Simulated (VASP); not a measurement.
Runs of VASP 6.6.1 on Y. The structure is hexagonal, space group P6_3/mmc (No. 194). The conventional cell has a = 3.681 Å, b = 3.681 Å, c = 5.721 Å, α = 90.00°, β = 90.00°, γ = 120.00°. Y (site symmetry -6m2) has 12 Y at 3.56 to 3.68 Å within 4.7 Å. 

| k mesh | smearing | gap on the mesh (eV) | pressure (GPa) |
| --- | --- | --- | --- |
| 10 × 10 × 6 | fermi-dirac 0.1 eV | none | 0.0 |
| 10 × 10 × 6 | methfessel-paxton 0.6 eV | none | 0.0 |
| 8 × 8 × 5 | fermi-dirac 0.1 eV | none | (a) |
| 14 × 14 × 8 | fermi-dirac 0.1 eV | none | 0.0 |
| 10 × 10 × 6 | methfessel-paxton 0.2 eV | none | -0.2 |

Alike in all rows: task single point; level r2SCAN; potentials or basis VASP PAW PBE potentials, release 64 (Y_sv); no spin polarisation; cell as given; cutoff (eV) 520.

Task: Fill in the values left out.

Result: (a) 0.1.

Caveats: the PAW data sets were made with another functional, which shifts forces and pressure a little.

A k mesh can miss the band edges, and the runs leave out spin-orbit coupling on Y.

A gap of «none» marks levels without a gap at the run's occupations.
